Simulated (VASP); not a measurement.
Set up this calculation in VASP 6.6.1, as the native input.

```yaml
Task: single point
Functional: r2SCAN
Potentials_or_basis: VASP PAW PBE potentials, release 64 (Cd, Te)
Cutoff: 520 eV
k_mesh: 6 × 6 × 6
Occupations: gaussian, width 0.01 eV
Spin: no spin polarisation
Dipole_correction: no
Further_INCAR_settings: ALGO = Normal; EDIFF = 1e-07; NBANDS = 16
```

The system is CdTe.

```
Cd Te
1.0
     0.00000    3.34423    3.34423
     3.34423    0.00000    3.34423
     3.34423    3.34423    0.00000
Cd Te
1 1
Direct
  0.00000 0.00000 0.00000
  0.25000 0.25000 0.25000
```

This cell differs from its parent crystal: volume changed by +6%.

These files were run (other wordings do the same):

POSCAR

```
CdTe
1.0
    0.0000000000      3.3442293698      3.3442293698
    3.3442293698      0.0000000000      3.3442293698
    3.3442293698      3.3442293698      0.0000000000
Cd Te
1 1
Direct
    0.0000000000      0.0000000000      0.0000000000
    0.2500000000      0.2500000000      0.2500000000
```

INCAR.step1

```
  PREC = Accurate
  ENCUT = 520
  ISMEAR = 0
  SIGMA = 0.01
  LREAL = False
  LASPH = True
  NELM = 100
  NBANDS = 16
  GGA = PE
  ALGO = Normal
  EDIFF = 1E-4
  LWAVE = True
  LCHARG = False
```

INCAR.step2

```
  PREC = Accurate
  ENCUT = 520
  EDIFF = 1E-7
  ISMEAR = 0
  SIGMA = 0.01
  LREAL = False
  LASPH = True
  NELM = 100
  ALGO = Normal
  ISIF = 2
  LWAVE = False
  LCHARG = False
  METAGGA = R2SCAN
  LMIXTAU = True
  NBANDS = 16
  ISTART = 1
```

KPOINTS

```
regular mesh
0
Gamma
  6 6 6
```

Potentials or basis: VASP PAW PBE potentials, release 64 (Cd, Te).

Launch:

```bash
$ cat potpaw_PBE.64/Cd/POTCAR potpaw_PBE.64/Te/POTCAR > POTCAR
$ cp INCAR.step1 INCAR
$ mpirun -np 1 vasp_std > vasp.out
$ cp INCAR.step2 INCAR
$ mpirun -np 1 vasp_std > vasp.out
```

It gave:

* Pressure: -2.0 GPa
* Band gap on the k mesh: 0.97 eV, direct

Caveat: the PAW data sets were made with another functional, which shifts forces and pressure a little; spin-orbit coupling is left out, which moves the levels of the heavy elements.

Wall time 65 s on 1 thread of Intel(R) Xeon(R) Platinum 8488C (Sapphire Rapids), with other jobs on the host, peak memory 0.22 GiB.
